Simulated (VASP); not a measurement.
# AlFe3 (Fm-3m) in VASP: further runs

The runs below take AlFe3 through single point, relaxation of volume and atoms at fixed shape, with LDA.

All numbers are computed with VASP 6.6.1; they aren't measurements. Logs are shortened: lines on timing, memory, paths and dates and some standing lists are left out, and cuts for length are marked.

## (1) The cell of the first run

It takes space group Fm-3m (No. 225, cubic). The conventional cell has a = 5.579 Å, b = 5.579 Å, c = 5.579 Å, α = 90.00°, β = 90.00°, γ = 90.00°. Within 3.2 Å of Al (site symmetry m-3m) lie 14 Fe at 2.42 to 2.79 Å. Fe (site symmetry m-3m) has 8 Fe at 2.42 Å and 6 Al at 2.79 Å within 3.2 Å. Within 3.2 Å of Fe (site symmetry -43m) lie 4 Al at 2.42 Å and 10 Fe at 2.42 to 2.79 Å.

## (2) Single point, LDA, collinear spin, ferromagnetic start

Contents of INCAR:

```
SYSTEM = AlFe3
PREC     = Accurate       ! precision mode
ENCUT    = 520            ! plane-wave cutoff, eV
EDIFF    = 1E-6           ! SCF threshold, eV
ISMEAR   = -1             ! smearing method
SIGMA    = 0.05           ! smearing width, eV
LREAL    = .False.        ! projectors in reciprocal space
LASPH    = .True.         ! aspherical terms in the spheres
NELM     = 150            ! most SCF steps
ALGO     = Normal         ! electronic algorithm
ISIF     = 2              ! what is computed and relaxed
LWAVE    = .False.        ! write WAVECAR
LCHARG   = .False.        ! write CHGCAR
ISPIN    = 2              ! spin polarisation
MAGMOM   = 0 3.5 3.5 3.5  ! initial moments
LORBIT   = 11             ! projections on sites
LMAXMIX  = 4              ! l up to which the mixer works
GGA      = CA             ! functional
NBANDS   = 26             ! bands
```

Contents of KPOINTS:

```
Automatic mesh
0
Gamma
  7 7 7
  0 0 0
```

Contents of POSCAR:

```
AlFe3
1.0
    3.9448923665      0.0000000000      0.0000000000
    1.9724461833      3.4163770046      0.0000000000
    1.9724461833      1.1387923349      3.2209911294
Al Fe
1 3
Direct
    0.0000000000      0.0000000000      0.0000000000
    0.5000000000      0.5000000000      0.5000000000
    0.2500000000      0.2500000000      0.2500000000
    0.7500000000      0.7500000000      0.7500000000
```

Potentials or basis: VASP PAW LDA potentials, release 64 (Al, Fe).

Command:

```bash
$ cat potpaw_LDA.64/Al/POTCAR potpaw_LDA.64/Fe/POTCAR > POTCAR
$ mpirun -np 1 vasp_std > vasp.out
```

OUTCAR:

```text
SYSTEM = AlFe3
   PREC = Accurate
   ENCUT = 520
   EDIFF = 1E-6
   ISMEAR = -1
   LREAL = .False.
   LASPH = .True.
   NELM = 150
   ISIF = 2
   ISPIN = 2
   LORBIT = 11
   GGA = CA

 ion  position               nearest neighbor table
   1  0.000  0.000  0.000-   4 2.42   3 2.42   3 2.42   4 2.42   4 2.42   3 2.42   4 2.42   3 2.42
                             2 2.79   2 2.79   2 2.79   2 2.79   2 2.79   2 2.79
   2  0.500  0.500  0.500-   3 2.42   4 2.42   4 2.42   3 2.42   3 2.42   4 2.42   4 2.42   3 2.42
                             1 2.79   1 2.79   1 2.79   1 2.79   1 2.79   1 2.79
   3  0.250  0.250  0.250-   1 2.42   2 2.42   2 2.42   1 2.42   1 2.42   2 2.42   2 2.42   1 2.42
                             4 2.79   4 2.79   4 2.79   4 2.79   4 2.79   4 2.79
   4  0.750  0.750  0.750-   2 2.42   1 2.42   1 2.42   2 2.42   2 2.42   1 2.42   2 2.42   1 2.42
                             3 2.79   3 2.79   3 2.79   3 2.79   3 2.79   3 2.79

  LATTYP: Found a face centered cubic cell.
 ALAT       =     5.5789202869

  Lattice vectors:

 A1 = (   3.9448923665,   0.0000000000,   0.0000000000)
 A2 = (   1.9724461833,   3.4163770046,   0.0000000000)
 A3 = (   1.9724461833,   1.1387923349,   3.2209911294)

Analysis of symmetry for initial positions (statically):
=====================================================================
 Subroutine PRICEL returns:
 Original cell was already a primitive cell.

 Routine SETGRP: Setting up the symmetry group for a
 face centered cubic supercell.

 Subroutine GETGRP returns: Found 48 space group operations
 (whereof 48 operations were pure point group operations)
 out of a pool of 48 trial point group operations.

The static configuration has the point symmetry O_h .

Analysis of symmetry for dynamics (positions and initial velocities):
=====================================================================
 Subroutine PRICEL returns:
 Original cell was already a primitive cell.

 Routine SETGRP: Setting up the symmetry group for a
 face centered cubic supercell.

 Subroutine GETGRP returns: Found 48 space group operations
 (whereof 48 operations were pure point group operations)
 out of a pool of 48 trial point group operations.

The dynamic configuration has the point symmetry O_h .

Analysis of structural, dynamic, and magnetic symmetry:
=====================================================================
 Subroutine PRICEL returns:
 Original cell was already a primitive cell.

 Routine SETGRP: Setting up the symmetry group for a
 face centered cubic supercell.

 Subroutine GETGRP returns: Found 48 space group operations
 (whereof 48 operations were pure point group operations)
 out of a pool of 48 trial point group operations.

The overall configuration has the point symmetry O_h .

 Subroutine INISYM returns: Found 48 space group operations
 (whereof 48 operations are pure point group operations),
 and found     1 'primitive' translations

----------------------------------------------------------------------------------------

                                     Primitive cell

  volume of cell :      43.4101

  direct lattice vectors                    reciprocal lattice vectors
     3.944892366  0.000000000  0.000000000     0.253492341 -0.146353871 -0.103487815
     1.972446183  3.416377005  0.000000000     0.000000000  0.292707742 -0.103487815
     1.972446183  1.138792335  3.220991129     0.000000000  0.000000000  0.310463444

  length of vectors
     3.944892366  3.944892367  3.944892367     0.310463444  0.310463444  0.310463444

  position of ions in fractional coordinates (direct lattice)
     0.000000000  0.000000000  0.000000000
     0.500000000  0.500000000  0.500000000
     0.250000000  0.250000000  0.250000000
     0.750000000  0.750000000  0.750000000

  ion indices of the primitive-cell ions
   primitive index   ion index
                 1           1
                 2           2
                 3           3
                 4           4

----------------------------------------------------------------------------------------

 KPOINTS: Automatic mesh

Automatic generation of k-mesh.
[... 23 lines left out ...]
  0.000000  0.000000  0.000000      1.000000
  0.142857  0.000000  0.000000      8.000000
  0.285714  0.000000 -0.000000      8.000000
  0.428571  0.000000  0.000000      8.000000
  0.142857  0.142857  0.000000      6.000000
  0.285714  0.142857  0.000000     24.000000
[... 12 lines left out ...]
 -0.428571  0.428571  0.142857     24.000000
 -0.285714  0.428571  0.142857     24.000000
   k-points           NKPTS =     20   k-points in BZ     NKDIM =     20   number of bands    NBANDS=     26
   number of dos      NEDOS =    301   number of ions     NIONS =      4
   total plane-waves  NPLWV =  27000
   dimension x,y,z NGX =    30 NGY =   30 NGZ =   30
   dimension x,y,z NGXF=    60 NGYF=   60 NGZF=   60
   ions per type =               1   3
   NGX,Y,Z   is equivalent  to a cutoff of  12.64, 12.64, 12.64 a.u.
   NGXF,Y,Z  is equivalent  to a cutoff of  25.29, 25.29, 25.29 a.u.
 SYSTEM =  AlFe3
   PREC   = accura    normal or accurate (medium, high low for compatibility)
   ISTART =      0    job   : 0-new  1-cont  2-samecut
   ICHARG =      2    charge: 1-file 2-atom 10-const
   ISPIN  =      2    spin polarized calculation?
   LNONCOLLINEAR =      F non collinear calculations
   LSORBIT =      F    spin-orbit coupling
   LASPH  =      T    aspherical Exc in radial PAW
   ENCUT  =  520.0 eV  38.22 Ry    6.18 a.u.   7.33  7.33  7.33*2*pi/ulx,y,z
   NELM   =    150;   NELMIN=  2; NELMDL= -5     # of ELM steps
   EDIFF  = 0.1E-05   stopping-criterion for ELM
   LREAL  =      F    real-space projection
   EDIFFG = 0.1E-04   stopping-criterion for IOM
   NSW    =      0    number of steps for IOM
   IBRION =     -1    ionic relax: 0-MD 1-quasi-New 2-CG
   NFREE  =      0    steps in history (QN), initial steepest desc. (CG)
   ISIF   =      2    stress and relaxation
   ISYM   =      2    0-nonsym 1-usesym 2-fastsym
   POTIM  = 0.5000    time-step for ionic-motion
   TEBEG  =    0.0;   TEEND  =   0.0 temperature during run
   PSTRESS=    0.0 pullay stress
   NELECT =      27.0000    total number of electrons
   NUPDOWN=      -1.0000    fix difference up-down
   EMIN   =  10.00;   EMAX   =-10.00  energy-range for DOS
   EFERMI =   0.00;   METHOD = LEGACY
   ISMEAR =    -1;   SIGMA  =   0.05  broadening in eV -4-tet -1-fermi 0-gaus
   EFERMI_NEDOS =   21; number of points for ismear=-14 and -15
   IALGO  =     38    algorithm
   IMIX   =      4    mixing-type and parameters
     AMIX     =   0.40;   BMIX     =  1.00
     AMIX_MAG =   1.60;   BMIX_MAG =  1.00
  volume/ion in A,a.u.               =      10.85        73.24
  Fermi-wavevector in a.u.,A,eV,Ry     =   1.397438  2.640775 26.569911  1.952833
  Thomas-Fermi vector in A             =   2.520694
   LORBIT       =     11    0 simple, 1 ext, 2 COOP (PROOUT), +10 PAW based schemes
   GGA     = CA    functional components
   LHFCALC =     F    Hartree Fock is set to
   AEXX    =    0.0000 exact exchange contribution
   IVDW    =     0    specifies the selected vdW correction
   LEPSILON=     F    determine dielectric tensor
   LRPA    =     F    only Hartree local field effects (RPA)
 spin polarized calculation
  energy-cutoff  :      520.00
  volume of cell :       43.41
 maximum number of plane-waves:      1211
 NGX is ok and might be reduce to    30
   NGX = 15   NGY = 15   NGZ = 15

 number of electron      27.0000000 magnetization      10.5000000

 number of electron      26.9999977 magnetization       3.3688594

 Free energy of the ion-electron system (eV)
  ---------------------------------------------------
  ext. energy  EPLUGINS =         0.00000000
  ---------------------------------------------------
  free energy    TOTEN  =       -32.80278206 eV

  energy without entropy =      -32.75730354  energy(sigma->0) =      -32.78004280

 E-fermi :   7.5487     XC(G=0): -13.2504

 val. band max:        7.5404370510   @ k =  -0.4286   0.4286  -0.0000
 cond. band min:       7.5683458000   @ k =  -0.2857   0.2857  -0.0000
 fundamental gap:      0.0279087490
 Fermi energy:         7.5487271129

 spin component 1

 k-point     1 :       0.0000    0.0000    0.0000
  band No.  band energies     occupation
      1      -2.4075      1.00000
      2       3.3013      1.00000
      3       3.3013      1.00000
      4       4.0873      1.00000
      5       4.0873      1.00000
      6       4.0873      1.00000
[... 549 lines left out ...]
     24      20.3810      0.00000
     25      21.3116      0.00000
 Fermi energy:         7.5487271129

 spin component 2

 k-point     1 :       0.0000    0.0000    0.0000
  band No.  band energies     occupation
      1      -2.2942      1.00000
      2       4.2409      1.00000
      3       4.2409      1.00000
      4       4.4371      1.00000
      5       4.4371      1.00000
      6       4.4371      1.00000
[... 549 lines left out ...]
     24      20.5024      0.00000
     25      21.5730      0.00000
 [bands above 25 left out]

------------------------ aborting loop because EDIFF is reached ----------------------------------------

  FORCE on cell =-STRESS in cart. coord.  units (eV):
  Direction    XX          YY          ZZ          XY          YZ          ZX
  --------------------------------------------------------------------------------------
  -------------------------------------------------------------------------------------
  Total       -1.3848169     -1.3848169     -1.3848169     -0.0000000     -0.0000000     -0.0000000
  in kB      -51.1107725    -51.1107725    -51.1107725     -0.0000000     -0.0000000     -0.0000000
  external PRESSURE =     -51.1107725 kB  Pullay stress =       0.0000000 kB

 VOLUME and BASIS-vectors are now :
 -----------------------------------------------------------------------------
  energy-cutoff  :      520.00
  volume of cell :       43.41
      direct lattice vectors                 reciprocal lattice vectors
     3.944892366  0.000000000  0.000000000     0.253492341 -0.146353871 -0.103487815
     1.972446183  3.416377005  0.000000000     0.000000000  0.292707742 -0.103487815
     1.972446183  1.138792335  3.220991129     0.000000000  0.000000000  0.310463444

 POSITION                                       TOTAL-FORCE (eV/Angst)
 -----------------------------------------------------------------------------------
      0.00000      0.00000      0.00000         0.000000      0.000000      0.000000
      3.94489      2.27758      1.61050         0.000000      0.000000      0.000000
      1.97245      1.13879      0.80525        -0.000000     -0.000000     -0.000000
      5.91734      3.41638      2.41574         0.000000     -0.000000      0.000000
 -----------------------------------------------------------------------------------
    total drift:                               -0.000000      0.000000      0.000000

  FREE ENERGIE OF THE ION-ELECTRON SYSTEM (eV)
  ---------------------------------------------------
  free  energy   TOTEN  =       -32.8027820622 eV

  energy  without entropy=      -32.7573035440  energy(sigma->0) =      -32.78004280

 total charge

# of ion       s       p       d       tot
------------------------------------------
    1        0.428   0.469   0.000   0.897
    2        0.519   0.613   6.245   7.377
    3        0.476   0.583   6.464   7.523
    4        0.476   0.583   6.464   7.523
--------------------------------------------------
tot          1.899   2.247  19.174  23.320

 magnetization (x)

# of ion       s       p       d       tot
------------------------------------------
    1        0.004  -0.016   0.000  -0.011
    2        0.003  -0.011   2.117   2.109
    3       -0.010  -0.022   0.660   0.628
    4       -0.010  -0.022   0.660   0.628
--------------------------------------------------
tot         -0.013  -0.070   3.437   3.354
```

Run time: 4.6 min. Hardware: 1 thread of AMD EPYC, shared host; peak memory 0.15 GiB.

What came out:

```
Free energy                                           : -32.8028 eV
Pressure                                              : -5.1 GPa
Net moment                                            : 3.37 μB per cell
Site moments                                          : Al -0.01; Fe +2.11, +0.63 μB
Valence electrons inside the program's atomic spheres : Al 0.90; Fe 7.38, 7.52
```

Levels at points of the mesh, in eV from the Fermi level:
Spin up:
```
           k point  band 11  band 12  band 13  band 14  band 15  band 16  band 17  band 18  band 19  band 20
(0.00, 0.00, 0.00)    -0.81    -0.23    -0.23    -0.23     0.21     0.21     6.12     6.12     6.12     6.72
```
Spin down:
| k point | band 9 | band 10 | band 11 | band 12 | band 13 | band 14 | band 15 | band 16 |
| --- | --- | --- | --- | --- | --- | --- | --- | --- |
| (0.00, 0.00, 0.00) | -1.78 | 0.36 | 0.36 | 0.36 | 0.94 | 0.94 | 0.95 | 0.95 |

## (3) Relaxation of volume and atoms at fixed shape, LDA, collinear spin, ferromagnetic start

This run uses another cell than the first one, of 12.03 Å³/atom, 1.109 times its volume.

Contents of INCAR:

```
SYSTEM = AlFe3
PREC = Accurate ; ENCUT = 600
EDIFF = 1E-6 ; ISMEAR = -1
SIGMA = 0.05 ; LREAL = .FALSE.
LASPH = .TRUE. ; NELM = 150
ALGO = Normal ; ISIF = 8
LWAVE = .FALSE. ; LCHARG = .FALSE.
ISPIN = 2 ; MAGMOM = 0 3.5 3.5 3.5
LORBIT = 11 ; LMAXMIX = 4
GGA = CA ; IBRION = 2
NSW = 80 ; EDIFFG = -0.02
```

Contents of KPOINTS:

```
regular mesh
0
G
  7 7 7
  0 0 0
```

Contents of POSCAR:

```
AlFe3
1.0
    4.0830360000      0.0000000000      0.0000000000
    2.0415180000      3.5360129006      0.0000000000
    2.0415180000      1.1786709669      3.3337849338
Al Fe
1 3
Direct
    0.0000000000      0.0000000000      0.0000000000
    0.5000000000      0.5000000000      0.5000000000
    0.2500000000      0.2500000000      0.2500000000
    0.7500000000      0.7500000000      0.7500000000
```

Potentials or basis: VASP PAW LDA potentials, release 64 (Al, Fe).

Command:

```bash
$ cat potpaw_LDA.64/Al/POTCAR potpaw_LDA.64/Fe/POTCAR > POTCAR
$ mpirun -np 1 vasp_std > vasp.out
```

Run time: 7.4 min. Hardware: 1 thread of AMD EPYC, shared host; peak memory 0.18 GiB.

It converged, with:

```yaml
Free_energy: -32.8211 eV
Relaxed_volume: 10.60 Å³/atom
Relaxed_cell: a = 3.914 Å, b = 3.914 Å, c = 3.914 Å, α = 60.00°, β = 60.00°, γ = 60.00°
Space_group_after_relaxing_to_0.05_Å: Fm-3m (No. 225)
Energy_gained_by_relaxing: 79.4 meV/atom
Ionic_steps: 4
Pressure_after_relaxing: -0.2 GPa
Net_moment: 3.16 μB per cell
Site_moments: Al -0.01; Fe +2.07, +0.54 μB
Valence_electrons_inside_the_program's_atomic_spheres: Al 0.91; Fe 7.43, 7.58
```

The path:
| step | energy change (eV) | largest force (eV/Å) | pressure (GPa) | volume (Å³) |
| --- | --- | --- | --- | --- |
| 1 | 0.0000 | 0.0000 | -17.23 | 48.13 |
| 2 | -0.1710 | 0.0000 | 18.41 | 39.67 |
| 3 | -0.3152 | 0.0000 | -2.13 | 42.76 |
| 4 | -0.3176 | 0.0000 | -0.19 | 42.41 |

Final structure:
```
Al Fe
1.0
     3.91435    0.00000    0.00000
     1.95717    3.38993    0.00000
     1.95717    1.12998    3.19605
Al Fe
1 3
Direct
  0.00000 0.00000 0.00000
  0.50000 0.50000 0.50000
  0.25000 0.25000 0.25000
  0.75000 0.75000 0.75000
```

Levels at points of the mesh, in eV from the Fermi level:
Spin up:
```tsv
k point	band 11	band 12	band 13	band 14	band 15	band 16	band 17	band 18	band 19	band 20
(0.00, 0.00, 0.00)	-0.81	-0.21	-0.21	-0.21	0.25	0.25	6.21	6.21	6.21	6.87
```
Spin down:
```
           k point  band 8  band 9  band 10  band 11  band 12  band 13  band 14  band 15  band 16  band 17
(0.00, 0.00, 0.00)   -1.89   -1.89     0.30     0.30     0.30     0.90     0.90     0.91     0.91     6.78
```
